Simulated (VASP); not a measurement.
# Zr8C7 (a cell with a defect): single point with PBEsol

Zr8C7 (a cell with a defect):

```
C Zr
1.0
     0.00000    4.68456    4.68456
     4.68456    0.00000    4.68456
     4.68456    4.68456    0.00000
C Zr
7 8
Direct
  0.00473 0.98410 0.00460
  0.02136 0.00048 0.50000
  0.66298 0.50050 0.00002
  0.00473 0.50509 0.48361
  0.49295 0.01687 0.99539
  0.48491 0.00048 0.50000
  0.49296 0.49587 0.51638
  0.24937 0.23697 0.26350
  0.24134 0.25351 0.75303
  0.26369 0.74332 0.24284
  0.24937 0.76398 0.73649
  0.75115 0.21204 0.28843
  0.74938 0.25763 0.75715
  0.74741 0.74744 0.24696
  0.75116 0.78891 0.71156
```

| Item | Value |
| --- | --- |
| Program | VASP 6.6.1 |
| Task | single point |
| Functional | PBEsol |
| Potentials or basis | VASP PAW PBE potentials, release 64 (C, Zr_sv) |
| Cutoff | 520 eV |
| k mesh | 3 × 3 × 3 |
| Occupations | fermi-dirac, width 0.05 eV |
| Spin | no spin polarisation |
| Dipole correction | no |
| Further INCAR settings | LREAL = Auto; ALGO = Normal; EDIFF = 1e-07; NBANDS = 75 |

```json
{"Pressure": "3.4 GPa", "Largest force": "3.494 eV/Å", "Band gap on the k mesh": "zero (bands 62 and 63 overlap by 0.47 eV)"}
```

Forces in eV/Å, atoms in the order of the input:
```
C    0.023  0.089  0.166
C   -0.002  0.172  0.171
C   -0.001 -2.470 -2.471
C    0.022  0.165  0.084
C   -0.022  0.162  0.085
C   -0.001  0.343  0.342
C   -0.021  0.086  0.164
Zr   0.000  0.062  0.201
Zr  -0.115  0.246  0.247
Zr  -0.107  0.111  0.112
Zr   0.000  0.201  0.062
Zr   0.000 -0.026  0.501
Zr   0.107  0.111  0.113
Zr   0.116  0.247  0.247
Zr   0.000  0.500 -0.025
```

Stress tensor (GPa, compression positive):
```
-5.78  0.00  0.00
 0.00  7.95 -7.23
 0.00 -7.23  7.95
```

Levels at points of the mesh, in eV from the Fermi level:
| k point | band 60 | band 61 | band 62 | band 63 | band 64 | band 65 |
| --- | --- | --- | --- | --- | --- | --- |
| (0.00, 0.00, 0.00) | -0.14 | 0.25 | 0.40 | 0.41 | 0.57 | 1.03 |

It took 9.2 min on 1 thread of Intel(R) Xeon(R) Platinum 8259CL CPU @ 2.50GHz (Skylake/Cascade Lake), with other jobs on the host, peak memory 0.42 GiB.

Caveat: the k points lie up to 0.39 Å⁻¹ apart; the PAW data sets were made with another functional, which shifts forces and pressure a little.
